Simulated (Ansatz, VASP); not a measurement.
## BN in VASP and in Ansatz

File INCAR:

```
  PREC = Accurate
  ENCUT = 520
  EDIFF = 1E-6
  ISMEAR = 0
  SIGMA = 0.05
  LREAL = F
  LASPH = T
  NELM = 80
  ALGO = Normal
  ISIF = 2
  LWAVE = F
  LCHARG = F
  GGA = PE
  IVDW = 12
  NBANDS = 16
```

Contents of KPOINTS:

```
regular mesh
0
Gamma
  12 12 4
```

File POSCAR:

```
BN
1.0
    2.3059230574      0.0000000000      0.0000000000
   -1.1529615287      1.9969879469      0.0000000000
    0.0000000000      0.0000000000      6.8815207256
B N
2 2
Direct
    0.3333333333      0.6666666667      0.2500000000
    0.6666666667      0.3333333333      0.7500000000
    0.3333333333      0.6666666667      0.7500000000
    0.6666666667      0.3333333333      0.2500000000
```

Input for Ansatz:

```yaml
crystal:
  lattice:
    - [2.3059230574, 0.0, 0.0]
    - [-1.1529615287, 1.9969879469, 0.0]
    - [0.0, 0.0, 6.8815207256]
  atoms:
    - { symbol: B, position: [0.3333333333, 0.6666666667, 0.25] }
    - { symbol: B, position: [0.6666666667, 0.3333333333, 0.75] }
    - { symbol: "N", position: [0.3333333333, 0.6666666667, 0.75] }
    - { symbol: "N", position: [0.6666666667, 0.3333333333, 0.25] }
basis:
  ecutwfc: 420
kpoints:
  mp_grid: { grid: [12, 12, 4] }
hamiltonian:
  xc: pbe
  dispersion: d3bj
scf:
  occupations: { method: gaussian, width: 0.05 }
output:
  forces: true
  stress: true
  eigenvalues: true
```

Change from the starting cell: strain -0.080 along x and y, +0.040 along z, atoms carried along.

Alike in both runs: task single point; functional PBE; dispersion D3(BJ); k mesh 12 × 12 × 4; occupations gaussian, width 0.05 eV; no spin polarisation.

|  | VASP | Ansatz |
| --- | --- | --- |
| version | VASP 6.6.1 | Ansatz 0.2.0 |
| potentials or method | VASP PAW PBE potentials, release 64 (B, N), cutoff 520 eV | scalar-relativistic, plane waves, PAW |
| valence electrons in the cell | 16 | 16 |

VASP gave:

* gap on the k mesh at the Fermi level (eV): 4.71
* least direct gap on the mesh (eV): 5.27
* pressure (GPa): 82.6
* traceless stress, the component that is largest in VASP (GPa): -84.41

What did Ansatz give for the same quantities?

gap on the k mesh at the Fermi level (eV): 4.73; least direct gap on the mesh (eV): 5.28; pressure (GPa): 82.5; traceless stress, the component that is largest in VASP (GPa): -84.05.

Both programs put the cell under a high pressure, so it lies far from rest at this level.

Noted on VASP's run: the cell as given lies far from equilibrium.
